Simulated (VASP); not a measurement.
BaTiO3: single point with PBE+U

The system is BaTiO3.

```
Ba Ti O
1.0
     2.90328    1.67621    2.34605
    -2.90328    1.67621    2.34605
     0.00000   -3.35242    2.34605
Ba Ti O
1 1 3
Cartesian
  0.0000 0.0000 0.0189
  0.0000 0.0000 3.6092
  0.0000 -1.6502 4.6058
  -1.4291 0.8251 4.6058
  1.4291 0.8251 4.6058
```

This cell differs from its parent crystal: strain +0.015 along x and y, +0.000 along z.

- Program: VASP 6.6.1
- Task: single point
- Functional: PBE
- Potentials or basis: VASP PAW PBE potentials, release 64 (Ba_sv, Ti_sv, O_h)
- Cutoff: 1340 eV
- k mesh: 6 × 6 × 6
- Occupations: gaussian, width 0.05 eV
- Spin: no spin polarisation
- Hubbard terms: Ti d U = 4.0 eV
- Dipole correction: no
- Further INCAR settings: ALGO = Normal; EDIFF = 1e-06; NBANDS = 28

```yaml
Pressure: -1.6 GPa
Largest_force: 0.318 eV/Å
Band_gap_on_the_k_mesh: 2.53 eV (least direct gap 2.98 eV)
```

Forces on the atoms (eV/Å):
```
Ba   0.000  0.000 -0.022
Ti   0.000  0.000 -0.318
O    0.000 -0.084  0.113
O   -0.073  0.042  0.113
O    0.073  0.042  0.113
```

Stress tensor (GPa, compression positive):
```
-2.57  0.00  0.00
 0.00 -2.57  0.00
 0.00  0.00  0.49
```

Levels at points of the mesh, in eV from the valence-band top:
```
           k point  band 18  band 19  band 20  band 21  band 22  band 23
(0.00, 0.00, 0.00)    -0.46    -0.46    -0.45     2.53     2.53     2.57
(0.50, 0.00, 0.00)    -1.54    -0.91    -0.90     2.68     3.79     3.86
(0.50, 0.50, 0.00)    -0.93    -0.91    -0.10     3.84     3.87     4.21
(0.50, 0.50, 0.50)    -0.04    -0.04     0.00     4.29     4.44     4.44
```

Eigenvalues of the final occupation matrices:
```
    site  spin  trace               eigenvalues
site 2 d     1   0.79  0.11 0.11 0.11 0.23 0.23
site 2 d     2   0.79  0.11 0.11 0.11 0.23 0.23
```

Wall time 5.3 min on 1 thread of AMD EPYC 7R13 Processor (Zen 3), with other jobs on the host, peak memory 0.5 GiB.

Caveat: the cell differs from its parent crystal (strain +0.015 along x and y, +0.000 along z); spin-orbit coupling is left out, which moves the levels of the heavy elements. A k mesh can miss the band edges.
